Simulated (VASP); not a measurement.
# Rb (P6_3/mmc) in VASP: single point with PBEsol

Aim: the single point of Rb with PBEsol.

Everything below comes from runs of VASP 6.6.1. Logs are shortened: lines on timing, memory, paths and dates and some standing lists are left out, and cuts for length are marked.

### 1 The cell of the first run

Symmetry: P6_3/mmc, No. 194, hexagonal system. The conventional cell has a = 5.088 Å, b = 5.088 Å, c = 8.442 Å, α = 90.00°, β = 90.00°, γ = 120.00°.

This isn't the form of Rb at room conditions, which is bcc.

### 2 Single point, PBEsol

INCAR

```
PREC = Accurate
ENCUT = 520
EDIFF = 1E-7
ISMEAR = -1
SIGMA = 0.1
LREAL = False
LASPH = True
NELM = 100
ALGO = Normal
ISIF = 2
LWAVE = False
LCHARG = False
GGA = PS
NBANDS = 16
```

KPOINTS

```
regular mesh
0
Gamma
  7 7 4
```

POSCAR

```
Rb
1.0
    5.0882070000      0.0000000000      0.0000000000
   -2.5441030000      4.4065170000      0.0000000000
    0.0000000000      0.0000000000      8.4420580000
Rb
2
Direct
    0.3333333333      0.6666666667      0.2500000000
    0.6666666667      0.3333333333      0.7500000000
```

Potentials or basis: VASP PAW PBE potentials, release 64 (Rb_sv).

On the command line:

```sh
$ cat potpaw_PBE.64/Rb_sv/POTCAR > POTCAR
$ mpirun -np 1 vasp_std > vasp.out
```

OUTCAR:

```text
PREC = Accurate
   ENCUT = 520
   EDIFF = 1E-7
   ISMEAR = -1
   LREAL = False
   LASPH = True
   NELM = 100
   ISIF = 2
   GGA = PS

 ion  position               nearest neighbor table
   1  0.333  0.667  0.250-   2 5.14   2 5.14   2 5.14   2 5.14   2 5.14   2 5.14
   2  0.667  0.333  0.750-   1 5.14   1 5.14   1 5.14   1 5.14   1 5.14   1 5.14

  LATTYP: Found a hexagonal cell.
 ALAT       =     5.0882070000
 C/A-ratio  =     1.6591420121

  Lattice vectors:

 A1 = (   5.0882070000,   0.0000000000,   0.0000000000)
 A2 = (  -2.5441030000,   4.4065170000,   0.0000000000)
 A3 = (   0.0000000000,   0.0000000000,   8.4420580000)

Analysis of symmetry for initial positions (statically):
=====================================================================
 Subroutine PRICEL returns:
 Original cell was already a primitive cell.

 Routine SETGRP: Setting up the symmetry group for a
 hexagonal supercell.

 Subroutine GETGRP returns: Found 24 space group operations
 (whereof 12 operations were pure point group operations)
 out of a pool of 24 trial point group operations.

The static configuration has the point symmetry D_3d.
 The point group associated with its full space group is D_6h.

Analysis of symmetry for dynamics (positions and initial velocities):
=====================================================================
 Subroutine PRICEL returns:
 Original cell was already a primitive cell.

 Routine SETGRP: Setting up the symmetry group for a
 hexagonal supercell.

 Subroutine GETGRP returns: Found 24 space group operations
 (whereof 12 operations were pure point group operations)
 out of a pool of 24 trial point group operations.

The dynamic configuration has the point symmetry D_3d.
 The point group associated with its full space group is D_6h.

 Subroutine INISYM returns: Found 24 space group operations
 (whereof 12 operations are pure point group operations),
 and found     1 'primitive' translations

----------------------------------------------------------------------------------------

                                     Primitive cell

  volume of cell :     189.2817

  direct lattice vectors                    reciprocal lattice vectors
     5.088207000  0.000000000  0.000000000     0.196532885  0.113468279  0.000000000
    -2.544103000  4.406517000  0.000000000     0.000000000  0.226936603  0.000000000
     0.000000000  0.000000000  8.442058000     0.000000000  0.000000000  0.118454529

  length of vectors
     5.088207000  5.088207164  8.442058000     0.226936611  0.226936603  0.118454529

  position of ions in fractional coordinates (direct lattice)
     0.333333333  0.666666667  0.250000000
     0.666666667  0.333333333  0.750000000

  ion indices of the primitive-cell ions
   primitive index   ion index
                 1           1
                 2           2

----------------------------------------------------------------------------------------

 KPOINTS: regular mesh

Automatic generation of k-mesh.
 Grid dimensions read from file:
 generate k-points for:    7    7    4

 Generating k-lattice:

  Cartesian coordinates                     Fractional coordinates (reciprocal lattice)
     0.028076126  0.016209754  0.000000000     0.142857143  0.000000000  0.000000000
     0.000000000  0.032419515  0.000000000     0.000000000  0.142857143  0.000000000
     0.000000000  0.000000000  0.029613632     0.000000000  0.000000000  0.250000000

  Length of vectors
     0.032419516  0.032419515  0.029613632

  Shift w.r.t. Gamma in fractional coordinates (k-lattice)
     0.000000000  0.000000000  0.000000000

 Subroutine IBZKPT returns following result:
 ===========================================

 Found     24 irreducible k-points:

 Following reciprocal coordinates:
            Coordinates               Weight
  0.000000  0.000000  0.000000      1.000000
  0.142857 -0.000000  0.000000      6.000000
  0.285714 -0.000000  0.000000      6.000000
  0.428571 -0.000000  0.000000      6.000000
  0.142857  0.142857  0.000000      6.000000
  0.285714  0.142857  0.000000     12.000000
[... 16 lines left out ...]
  0.428571  0.142857  0.500000      6.000000
  0.285714  0.285714  0.500000      6.000000
   k-points           NKPTS =     24   k-points in BZ     NKDIM =     24   number of bands    NBANDS=     16
   number of dos      NEDOS =    301   number of ions     NIONS =      2
   total plane-waves  NPLWV = 102400
   dimension x,y,z NGX =    40 NGY =   40 NGZ =   64
   dimension x,y,z NGXF=    80 NGYF=   80 NGZF=  128
   ions per type =               2
   NGX,Y,Z   is equivalent  to a cutoff of  13.07, 13.07, 12.60 a.u.
   NGXF,Y,Z  is equivalent  to a cutoff of  26.14, 26.14, 25.21 a.u.
 SYSTEM =  unknown system
   PREC   = accura    normal or accurate (medium, high low for compatibility)
   ISTART =      0    job   : 0-new  1-cont  2-samecut
   ICHARG =      2    charge: 1-file 2-atom 10-const
   ISPIN  =      1    spin polarized calculation?
   LNONCOLLINEAR =      F non collinear calculations
   LSORBIT =      F    spin-orbit coupling
   LASPH  =      T    aspherical Exc in radial PAW
   ENCUT  =  520.0 eV  38.22 Ry    6.18 a.u.   9.46  9.46 15.70*2*pi/ulx,y,z
   NELM   =    100;   NELMIN=  2; NELMDL= -5     # of ELM steps
   EDIFF  = 0.1E-06   stopping-criterion for ELM
   LREAL  =      F    real-space projection
   EDIFFG = 0.1E-05   stopping-criterion for IOM
   NSW    =      0    number of steps for IOM
   IBRION =     -1    ionic relax: 0-MD 1-quasi-New 2-CG
   NFREE  =      0    steps in history (QN), initial steepest desc. (CG)
   ISIF   =      2    stress and relaxation
   ISYM   =      2    0-nonsym 1-usesym 2-fastsym
   POTIM  = 0.5000    time-step for ionic-motion
   TEBEG  =    0.0;   TEEND  =   0.0 temperature during run
   PSTRESS=    0.0 pullay stress
   NELECT =      18.0000    total number of electrons
   NUPDOWN=      -1.0000    fix difference up-down
   EMIN   =  10.00;   EMAX   =-10.00  energy-range for DOS
   EFERMI =   0.00;   METHOD = LEGACY
   ISMEAR =    -1;   SIGMA  =   0.10  broadening in eV -4-tet -1-fermi 0-gaus
   EFERMI_NEDOS =   21; number of points for ismear=-14 and -15
   IALGO  =     38    algorithm
   IMIX   =      4    mixing-type and parameters
     AMIX     =   0.40;   BMIX     =  1.00
     AMIX_MAG =   1.60;   BMIX_MAG =  1.00
  volume/ion in A,a.u.               =      94.64       638.67
  Fermi-wavevector in a.u.,A,eV,Ry     =   0.747245  1.412088  7.597147  0.558375
  Thomas-Fermi vector in A             =   1.843254
   LORBIT       =      0    0 simple, 1 ext, 2 COOP (PROOUT), +10 PAW based schemes
   GGA     = PS    functional components
   LHFCALC =     F    Hartree Fock is set to
   AEXX    =    0.0000 exact exchange contribution
   IVDW    =     0    specifies the selected vdW correction
   LEPSILON=     F    determine dielectric tensor
   LRPA    =     F    only Hartree local field effects (RPA)
 non-spin polarized calculation
  energy-cutoff  :      520.00
  volume of cell :      189.28
 maximum number of plane-waves:      5143
 NGX is ok and might be reduce to    40
   NGX = 19   NGY = 19   NGZ = 31

 number of electron      18.0000000 magnetization

 Free energy of the ion-electron system (eV)
  ---------------------------------------------------
  ext. energy  EPLUGINS =         0.00000000
  ---------------------------------------------------
  free energy    TOTEN  =        -2.07247033 eV

  energy without entropy =       -2.01512038  energy(sigma->0) =       -2.04379535

 E-fermi :  -0.1394     XC(G=0):  -5.4234

 val. band max:       -0.2062123363   @ k =   0.1429   0.1429   0.2500
 cond. band min:      -0.0567866099   @ k =   0.2857  -0.0000   0.2500
 fundamental gap:      0.1494257264
 Fermi energy:        -0.1393981009

 k-point     1 :       0.0000    0.0000    0.0000
  band No.  band energies     occupation
      1     -29.0109      2.00000
      2     -29.0080      2.00000
      3     -13.1419      2.00000
      4     -13.0726      2.00000
      5     -13.0726      2.00000
      6     -13.0627      2.00000
[... 8 lines left out ...]
     15       3.7091      0.00000
     16       3.7091      0.00000

 k-point     2 :       0.1429   -0.0000    0.0000
  band No.  band energies     occupation
      1     -29.0104      2.00000
      2     -29.0077      2.00000
      3     -13.1367      2.00000
      4     -13.0851      2.00000
      5     -13.0764      2.00000
      6     -13.0749      2.00000
[... 8 lines left out ...]
     15       3.6258      0.00000
     16       3.6496      0.00000

 k-point     3 :       0.2857   -0.0000    0.0000
  band No.  band energies     occupation
      1     -29.0091      2.00000
      2     -29.0071      2.00000
      3     -13.1234      2.00000
      4     -13.1134      2.00000
      5     -13.1029      2.00000
      6     -13.0847      2.00000
[... 8 lines left out ...]
     15       3.5216      0.00000
     16       3.8131      0.00000

 k-point     4 :       0.4286   -0.0000    0.0000
  band No.  band energies     occupation
      1     -29.0079      2.00000
      2     -29.0068      2.00000
      3     -13.1362      2.00000
      4     -13.1246      2.00000
      5     -13.1091      2.00000
      6     -13.0911      2.00000
[... 8 lines left out ...]
     15       3.2914      0.00000
     16       4.1341      0.00000

 k-point     5 :       0.1429    0.1429    0.0000
  band No.  band energies     occupation
      1     -29.0094      2.00000
      2     -29.0073      2.00000
      3     -13.1274      2.00000
      4     -13.1015      2.00000
      5     -13.0979      2.00000
      6     -13.0809      2.00000
[... 8 lines left out ...]
     15       3.3594      0.00000
     16       3.7835      0.00000

 k-point     6 :       0.2857    0.1429    0.0000
  band No.  band energies     occupation
      1     -29.0082      2.00000
      2     -29.0068      2.00000
      3     -13.1247      2.00000
      4     -13.1168      2.00000
      5     -13.1129      2.00000
      6     -13.0929      2.00000
[... 8 lines left out ...]
     15       2.9582      0.00000
     16       3.6123      0.00000

 k-point     7 :       0.4286    0.1429    0.0000
  band No.  band energies     occupation
      1     -29.0075      2.00000
      2     -29.0068      2.00000
      3     -13.1356      2.00000
      4     -13.1239      2.00000
      5     -13.1032      2.00000
      6     -13.0991      2.00000
[... 8 lines left out ...]
     15       2.8465      0.00000
     16       3.2539      0.00000

 k-point     8 :       0.2857    0.2857    0.0000
  band No.  band energies     occupation
      1     -29.0073      2.00000
      2     -29.0068      2.00000
      3     -13.1266      2.00000
      4     -13.1188      2.00000
      5     -13.1070      2.00000
      6     -13.0998      2.00000
[... 8 lines left out ...]
     15       2.2593      0.00000
     16       3.1580      0.00000

 k-point     9 :       0.0000    0.0000    0.2500
  band No.  band energies     occupation
      1     -29.0105      2.00000
      2     -29.0085      2.00000
      3     -13.1306      2.00000
      4     -13.0745      2.00000
      5     -13.0711      2.00000
      6     -13.0711      2.00000
[... 8 lines left out ...]
     15       3.5672      0.00000
     16       3.5672      0.00000
[... 172 lines left out ...]
 k-point    19 :       0.2857   -0.0000    0.5000
  band No.  band energies     occupation
      1     -29.0081      2.00000
      2     -29.0081      2.00000
      3     -13.1202      2.00000
      4     -13.1202      2.00000
      5     -13.0849      2.00000
      6     -13.0849      2.00000
[... 8 lines left out ...]
     15       3.6288      0.00000
     16       3.6288      0.00000

 k-point    20 :       0.4286   -0.0000    0.5000
  band No.  band energies     occupation
      1     -29.0073      2.00000
      2     -29.0073      2.00000
      3     -13.1396      2.00000
      4     -13.1396      2.00000
      5     -13.0846      2.00000
      6     -13.0846      2.00000
[... 8 lines left out ...]
     15       3.6529      0.00000
     16       3.6529      0.00000

 k-point    21 :       0.1429    0.1429    0.5000
  band No.  band energies     occupation
      1     -29.0084      2.00000
      2     -29.0084      2.00000
      3     -13.1132      2.00000
      4     -13.1132      2.00000
      5     -13.0846      2.00000
      6     -13.0846      2.00000
[... 8 lines left out ...]
     15       3.4342      0.00000
     16       3.4342      0.00000

 k-point    22 :       0.2857    0.1429    0.5000
  band No.  band energies     occupation
      1     -29.0075      2.00000
      2     -29.0075      2.00000
      3     -13.1301      2.00000
      4     -13.1301      2.00000
      5     -13.0916      2.00000
      6     -13.0916      2.00000
[... 8 lines left out ...]
     15       3.3463      0.00000
     16       3.3463      0.00000

 k-point    23 :       0.4286    0.1429    0.5000
  band No.  band energies     occupation
      1     -29.0071      2.00000
      2     -29.0071      2.00000
      3     -13.1384      2.00000
      4     -13.1384      2.00000
      5     -13.0954      2.00000
      6     -13.0954      2.00000
[... 8 lines left out ...]
     15       3.4243      0.00000
     16       3.4243      0.00000

 k-point    24 :       0.2857    0.2857    0.5000
  band No.  band energies     occupation
      1     -29.0070      2.00000
      2     -29.0070      2.00000
      3     -13.1304      2.00000
      4     -13.1304      2.00000
      5     -13.1075      2.00000
      6     -13.1075      2.00000
[... 8 lines left out ...]
     15       3.4692      0.00000
     16       3.4692      0.00000

------------------------ aborting loop because EDIFF is reached ----------------------------------------

  FORCE on cell =-STRESS in cart. coord.  units (eV):
  Direction    XX          YY          ZZ          XY          YZ          ZX
  --------------------------------------------------------------------------------------
  -------------------------------------------------------------------------------------
  Total       -0.2474106     -0.2474107     -0.2638250     -0.0000000      0.0000000      0.0000000
  in kB       -2.0942109     -2.0942113     -2.2331507     -0.0000002      0.0000000      0.0000000
  external PRESSURE =      -2.1405243 kB  Pullay stress =       0.0000000 kB

 VOLUME and BASIS-vectors are now :
 -----------------------------------------------------------------------------
  energy-cutoff  :      520.00
  volume of cell :      189.28
      direct lattice vectors                 reciprocal lattice vectors
     5.088207000  0.000000000  0.000000000     0.196532885  0.113468279  0.000000000
    -2.544103000  4.406517000  0.000000000     0.000000000  0.226936603  0.000000000
     0.000000000  0.000000000  8.442058000     0.000000000  0.000000000  0.118454529

 POSITION                                       TOTAL-FORCE (eV/Angst)
 -----------------------------------------------------------------------------------
      0.00000      2.93768      2.11051         0.000000     -0.000000      0.000000
      2.54410      1.46884      6.33154        -0.000000      0.000000      0.000000
 -----------------------------------------------------------------------------------
    total drift:                                0.000000     -0.000000      0.000000

  FREE ENERGIE OF THE ION-ELECTRON SYSTEM (eV)
  ---------------------------------------------------
  free  energy   TOTEN  =        -2.0724703318 eV

  energy  without entropy=       -2.0151203755  energy(sigma->0) =       -2.04379535
```

Wall time 48 s (1 thread of Intel Xeon Platinum 8375C at 2.90GHz (Ice Lake), shared host); peak memory 0.32 GiB.

Results:

```
Free energy            : -2.0725 eV
Pressure               : -0.2 GPa
Band gap on the k mesh : zero (bands 9 and 10 overlap by 1.91 eV)
```

Caveat: the PAW data sets were made with another functional, which shifts forces and pressure a little.
